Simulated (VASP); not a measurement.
# C (P6/mmm) in VASP: a series of runs

The runs below take C through single point, with PBEsol+D3(BJ), BLYP+D3(BJ), LDA.

Everything below comes from runs of VASP 6.6.1. Logs are shortened: lines on timing, memory, paths and dates and some standing lists are left out, and cuts for length are marked.

## 1. The cell of the first run

The structure is hexagonal, space group P6/mmm (No. 191). Conventional cell: a = 2.458 Å, b = 2.458 Å, c = 3.548 Å, α = 90.00°, β = 90.00°, γ = 120.00°. C (site symmetry -6m2) has 3 C at 1.42 Å within 1.9 Å.

## 2. Single point, PBEsol+D3(BJ)

INCAR

```
SYSTEM = C
ALGO = Normal ; EDIFF = 1E-6
ENCUT = 600 ; GGA = PS
GGA_COMPAT = .False. ; ISIF = 2
ISMEAR = -1 ; IVDW = 12
LASPH = .True. ; LCHARG = .False.
LREAL = .False. ; LWAVE = .False.
NBANDS = 11 ; NELM = 120
PREC = Accurate ; SIGMA = 0.1
```

KPOINTS

```
k-points
0
Gamma
  13 13 4
  0 0 0
```

POSCAR

```
C
1.0
    2.4577834214      0.0000000000      0.0000000000
   -1.2288917107      2.1285028800      0.0000000000
    0.0000000000      0.0000000000      3.5484851712
C
2
Direct
    0.3333333333      0.6666666667      0.0000000000
    0.6666666667      0.3333333333      0.0000000000
```

Potentials or basis: VASP PAW PBE potentials, release 64 (C).

The run is started by

```bash
$ cat potpaw_PBE.64/C/POTCAR > POTCAR
$ mpirun -np 1 vasp_std > vasp.out
```

OUTCAR:

```text
SYSTEM = C
   EDIFF = 1E-6
   ENCUT = 600
   GGA = PS
   ISIF = 2
   ISMEAR = -1
   IVDW = 12
   LASPH = .True.
   LREAL = .False.
   NELM = 120
   PREC = Accurate
 IVDW          = 12

 ion  position               nearest neighbor table
   1  0.333  0.667  0.000-   2 1.42   2 1.42   2 1.42
   2  0.667  0.333  0.000-   1 1.42   1 1.42   1 1.42

  LATTYP: Found a hexagonal cell.
 ALAT       =     2.4577834214
 C/A-ratio  =     1.4437745573

  Lattice vectors:

 A1 = (   2.4577834214,   0.0000000000,   0.0000000000)
 A2 = (  -1.2288917107,   2.1285028800,   0.0000000000)
 A3 = (   0.0000000000,   0.0000000000,   3.5484851712)

Analysis of symmetry for initial positions (statically):
=====================================================================
 Subroutine PRICEL returns:
 Original cell was already a primitive cell.

 Routine SETGRP: Setting up the symmetry group for a
 hexagonal supercell.

 Subroutine GETGRP returns: Found 24 space group operations
 (whereof 24 operations were pure point group operations)
 out of a pool of 24 trial point group operations.

The static configuration has the point symmetry D_6h.

Analysis of symmetry for dynamics (positions and initial velocities):
=====================================================================
 Subroutine PRICEL returns:
 Original cell was already a primitive cell.

 Routine SETGRP: Setting up the symmetry group for a
 hexagonal supercell.

 Subroutine GETGRP returns: Found 24 space group operations
 (whereof 24 operations were pure point group operations)
 out of a pool of 24 trial point group operations.

The dynamic configuration has the point symmetry D_6h.

 Subroutine INISYM returns: Found 24 space group operations
 (whereof 24 operations are pure point group operations),
 and found     1 'primitive' translations

----------------------------------------------------------------------------------------

                                     Primitive cell

  volume of cell :      18.5635

  direct lattice vectors                    reciprocal lattice vectors
     2.457783421  0.000000000  0.000000000     0.406870675  0.234906894  0.000000000
    -1.228891711  2.128502880  0.000000000     0.000000000  0.469813788  0.000000000
     0.000000000  0.000000000  3.548485171     0.000000000  0.000000000  0.281810393

  length of vectors
     2.457783421  2.457783421  3.548485171     0.469813788  0.469813788  0.281810393

[... 86 lines left out ...]
   ISIF   =      2    stress and relaxation
   ISYM   =      2    0-nonsym 1-usesym 2-fastsym
   POTIM  = 0.5000    time-step for ionic-motion
   TEBEG  =    0.0;   TEEND  =   0.0 temperature during run
   PSTRESS=    0.0 pullay stress
   NELECT =       8.0000    total number of electrons
   NUPDOWN=      -1.0000    fix difference up-down
   EMIN   =  10.00;   EMAX   =-10.00  energy-range for DOS
   EFERMI =   0.00;   METHOD = LEGACY
   ISMEAR =    -1;   SIGMA  =   0.10  broadening in eV -4-tet -1-fermi 0-gaus
   EFERMI_NEDOS =   21; number of points for ismear=-14 and -15
   IALGO  =     38    algorithm
   IMIX   =      4    mixing-type and parameters
     AMIX     =   0.40;   BMIX     =  1.00
     AMIX_MAG =   1.60;   BMIX_MAG =  1.00
  volume/ion in A,a.u.               =       9.28        62.64
  Fermi-wavevector in a.u.,A,eV,Ry     =   1.236568  2.336774 20.804662  1.529100
  Thomas-Fermi vector in A             =   2.371171
   LORBIT       =      0    0 simple, 1 ext, 2 COOP (PROOUT), +10 PAW based schemes
   GGA     = PS    functional components
   LHFCALC =     F    Hartree Fock is set to
   AEXX    =    0.0000 exact exchange contribution
   IVDW    =    12    specifies the selected vdW correction
   LEPSILON=     F    determine dielectric tensor
   LRPA    =     F    only Hartree local field effects (RPA)
 non-spin polarized calculation
  energy-cutoff  :      600.00
  volume of cell :       18.56
 maximum number of plane-waves:       634
 NGX is ok and might be reduce to    20
   NGX =  9   NGY =  9   NGZ = 15

 number of electron       7.9999999 magnetization

 Free energy of the ion-electron system (eV)
  ---------------------------------------------------
  ext. energy  EPLUGINS =         0.00000000
  ---------------------------------------------------
  free energy    TOTEN  =       -19.28082185 eV

  energy without entropy =      -19.27997112  energy(sigma->0) =      -19.28039648

 E-fermi :   4.2205     XC(G=0): -10.1543

 val. band max:        3.9420975103   @ k =   0.3077   0.3077   0.0000
 cond. band min:       4.5053956591   @ k =   0.3077   0.3077   0.5000
 fundamental gap:      0.5632981488
 Fermi energy:         4.2205072362

 k-point     1 :       0.0000    0.0000    0.0000
  band No.  band energies     occupation
      1     -15.4544      2.00000
      2      -2.7275      2.00000
      3       1.2001      2.00000
      4       1.2001      2.00000
      5       7.8192      0.00000
      6      12.5274      0.00000
      7      12.5274      0.00000
      8      15.9115      0.00000
      9      16.8999      0.00000
     10      26.2125      0.00000
     11      27.8788      0.00000
[... 309 lines left out ...]
 k-point    24 :       0.1538    0.0000    0.2500
  band No.  band energies     occupation
      1     -14.7958      2.00000
      2      -2.8752      2.00000
      3      -0.7948      2.00000
      4       0.1971      2.00000
      5      10.7138      0.00000
      6      12.6198      0.00000
      7      13.9456      0.00000
      8      14.7858      0.00000
      9      18.0858      0.00000
     10      24.1387      0.00000
     11      27.4905      0.00000

 [... further k-points ...]

------------------------ aborting loop because EDIFF is reached ----------------------------------------

 Edisp (eV)   -0.20803

 E8    (eV) :    -0.1010

  FORCE on cell =-STRESS in cart. coord.  units (eV):
  Direction    XX          YY          ZZ          XY          YZ          ZX
  --------------------------------------------------------------------------------------
  -------------------------------------------------------------------------------------
  Total       0.06096     0.06096    -0.03932    -0.00000     0.00000     0.00000
  in kB       5.26151     5.26151    -3.39335    -0.00000     0.00000     0.00000
  external pressure =        2.38 kB  Pullay stress =        0.00 kB

 VOLUME and BASIS-vectors are now :
 -----------------------------------------------------------------------------
  energy-cutoff  :      600.00
  volume of cell :       18.56
      direct lattice vectors                 reciprocal lattice vectors
     2.457783421  0.000000000  0.000000000     0.406870675  0.234906894  0.000000000
    -1.228891711  2.128502880  0.000000000     0.000000000  0.469813788  0.000000000
     0.000000000  0.000000000  3.548485171     0.000000000  0.000000000  0.281810393

 POSITION                                       TOTAL-FORCE (eV/Angst)
 -----------------------------------------------------------------------------------
     -0.00000      1.41900      0.00000         0.000000      0.000000      0.000000
      1.22889      0.70950      0.00000        -0.000000     -0.000000      0.000000
 -----------------------------------------------------------------------------------
    total drift:                                0.000000     -0.000000     -0.000000

  FREE ENERGIE OF THE ION-ELECTRON SYSTEM (eV)
  ---------------------------------------------------
  free  energy   TOTEN  =       -19.4888482313 eV

  energy  without entropy=      -19.4879974963  energy(sigma->0) =      -19.48842286
```

OSZICAR:

```text
N       E                     dE             d eps       ncg     rms          rms(c)
DAV:   1     0.795801151008E+01    0.79580E+01   -0.48071E+03  1402   0.741E+02
DAV:   2    -0.197913426206E+02   -0.27749E+02   -0.25813E+02  1874   0.133E+02
DAV:   3    -0.205007492861E+02   -0.70941E+00   -0.70737E+00  1719   0.185E+01
DAV:   4    -0.205037176890E+02   -0.29684E-02   -0.29681E-02  1612   0.144E+00
DAV:   5    -0.205037313392E+02   -0.13650E-04   -0.13650E-04  1733   0.901E-02    0.641E+00
DAV:   6    -0.195763118625E+02    0.92742E+00   -0.73016E-01  1566   0.509E+00    0.369E+00
DAV:   7    -0.192777658448E+02    0.29855E+00   -0.84629E-01  1583   0.552E+00    0.967E-01
DAV:   8    -0.192811951960E+02   -0.34294E-02   -0.24329E-02  1467   0.994E-01    0.151E-01
DAV:   9    -0.192807376647E+02    0.45753E-03   -0.81583E-04  1604   0.176E-01    0.658E-02
DAV:  10    -0.192808197873E+02   -0.82123E-04   -0.22064E-04  1520   0.964E-02    0.303E-02
DAV:  11    -0.192808211307E+02   -0.13435E-05   -0.10021E-05  1636   0.181E-02    0.683E-03
DAV:  12    -0.192808218510E+02   -0.72029E-06   -0.82790E-07  1524   0.559E-03
   1 F= -.19488848E+02 E0= -.19488423E+02  d E =-.850735E-03
```

Wall time 8.3 s (1 thread of Intel Xeon Platinum 8559C (Emerald Rapids), shared host); peak memory 0.14 GiB.

What came out:

| Quantity | Value |
| --- | --- |
| Free energy | -19.4888 eV |
| Pressure | 0.2 GPa |
| Band gap on the k mesh | 0.56 eV, indirect (least direct gap 1.52 eV) |
| Dispersion energy per atom | -0.104 eV |

Stress tensor (GPa, compression positive):
```
 0.53  0.00  0.00
 0.00  0.53  0.00
 0.00  0.00 -0.34
```

Caveat: the k points lie up to 0.44 Å⁻¹ apart; the PAW data sets were made with another functional, which shifts forces and pressure a little. A k mesh can miss the band edges.

## 3. Single point, BLYP+D3(BJ)

This run uses another cell than the first one, of 9.10 Å³/atom, 0.981 times its volume.

INCAR

```
SYSTEM = C
PREC = Accurate
ENCUT = 600
EDIFF = 1E-6
ISMEAR = -1
SIGMA = 0.1
LREAL = .FALSE.
LASPH = .TRUE.
NELM = 120
ALGO = Normal
ISIF = 2
LWAVE = .FALSE.
LCHARG = .FALSE.
GGA = B5
ALDAX = 1.0
AGGAX = 1.0
AGGAC = 1.0
ALDAC = 0.0
IVDW = 12
VDW_S6 = 1.0
VDW_S8 = 2.6996
VDW_A1 = 0.4298
VDW_A2 = 4.2359
NBANDS = 11
GGA_COMPAT = .FALSE.
```

KPOINTS

```
regular mesh
0
G
  13 13 4
  0 0 0
```

POSCAR

```
C
1.0
    2.4696125987      0.0000000000      0.0000000000
   -1.2348062993      2.1387472480      0.0000000000
    0.0000000000      0.0000000000      3.4475922881
C
2
Direct
    0.3333333333      0.6666666667      0.0000000000
    0.6666666667      0.3333333333      0.0000000000
```

Potentials or basis: VASP PAW PBE potentials, release 64 (C).

The run is started by

```bash
$ cat potpaw_PBE.64/C/POTCAR > POTCAR
$ mpirun -np 1 vasp_std > vasp.out
```

Wall time 12 s (1 thread of Intel Xeon Platinum 8559C (Emerald Rapids), shared host); peak memory 0.14 GiB.

Results (log left out):

```
Free energy                : -17.8525 eV
Pressure                   : -0.1 GPa
Band gap on the k mesh     : 0.36 eV, indirect (least direct gap 1.48 eV)
Dispersion energy per atom : -0.286 eV
```

Stress tensor (GPa, compression positive):
```
 0.02  0.00  0.00
 0.00  0.02  0.00
 0.00  0.00 -0.32
```

Levels at points of the mesh, in eV from the valence-band top:
| k point | band 1 | band 2 | band 3 | band 4 | band 5 | band 6 | band 7 | band 8 | band 9 |
| --- | --- | --- | --- | --- | --- | --- | --- | --- | --- |
| (0.00, 0.00, 0.00) | -19.37 | -6.48 | -3.06 | -3.06 | 4.20 | 8.44 | 8.44 | 11.58 | 12.37 |
| (0.00, 0.00, 0.50) | -19.13 | -8.22 | -3.03 | -3.03 | 8.52 | 8.52 | 10.07 | 11.24 | 12.70 |

Caveat: the k points lie up to 0.46 Å⁻¹ apart; the PAW data sets were made with another functional, which shifts forces and pressure a little. A k mesh can miss the band edges.

## 4. Single point, LDA

This run uses another cell than the first one, of 22.06 Å³/atom, 2.377 times its volume.

INCAR

```
SYSTEM = C
PREC = Accurate ; ENCUT = 600
EDIFF = 1E-6 ; ISMEAR = -1
SIGMA = 0.1 ; LREAL = .FALSE.
LASPH = .TRUE. ; NELM = 120
ALGO = Normal ; ISIF = 2
LWAVE = .FALSE. ; LCHARG = .TRUE.
LELF = .TRUE. ; LVHAR = .TRUE.
NBANDS = 11 ; GGA_COMPAT = .FALSE.
```

KPOINTS

```
Automatic mesh
0
G
  13 13 4
  0 0 0
```

POSCAR

```
C
1.0
    2.4446156924      0.0000000000      0.0000000000
   -1.2223078462      2.1170992922      0.0000000000
    0.0000000000      0.0000000000      8.5241507972
C
2
Direct
    0.3333333333      0.6666666667      0.0000000000
    0.6666666667      0.3333333333      0.0000000000
```

Potentials or basis: VASP PAW LDA potentials, release 64 (C).

The run is started by

```bash
$ cat potpaw_LDA.64/C/POTCAR > POTCAR
$ mpirun -np 1 vasp_std > vasp.out
```

It took 17 s on 1 thread of Intel Xeon Platinum 8559C (Emerald Rapids), shared host; peak memory 0.16 GiB.

It converged, with:

```
Free energy            : -20.1845 eV
Band gap on the k mesh : 1.57 eV, direct
```

Levels at points of the mesh, in eV from the valence-band top:
| k point | band 2 | band 3 | band 4 | band 5 | band 6 | band 7 |
| --- | --- | --- | --- | --- | --- | --- |
| (0.00, 0.00, 0.00) | -7.03 | -2.24 | -2.24 | 3.88 | 6.23 | 7.84 |
| (0.00, 0.00, 0.50) | -7.03 | -2.24 | -2.24 | 4.49 | 4.81 | 9.22 |

## 5. Summary

```tsv
level	potentials or basis	cell	gap on the mesh (eV)	pressure (GPa)
PBEsol+D3(BJ)	VASP PAW PBE potentials, release 64 (C)	a = 2.458, b = 2.458, c = 3.548 Å, angles 90.0, 90.0, 120.0°, 2 atoms	0.56	0.2
BLYP+D3(BJ)	VASP PAW PBE potentials, release 64 (C)	a = 2.470, b = 2.470, c = 3.448 Å, angles 90.0, 90.0, 120.0°, 2 atoms	0.36	-0.1
LDA	VASP PAW LDA potentials, release 64 (C)	a = 2.445, b = 2.445, c = 8.524 Å, angles 90.0, 90.0, 120.0°, 2 atoms	1.57	-
```

Alike in all rows: task single point; no spin polarisation; k mesh 13 × 13 × 4; cutoff (eV) 600; smearing fermi-dirac 0.1 eV.

Caveats: some runs use coarse meshes; the PAW data sets were made with another functional, which shifts forces and pressure a little (some runs).

Total energies depend on the potentials used, so only differences within one code and one set of settings carry meaning.
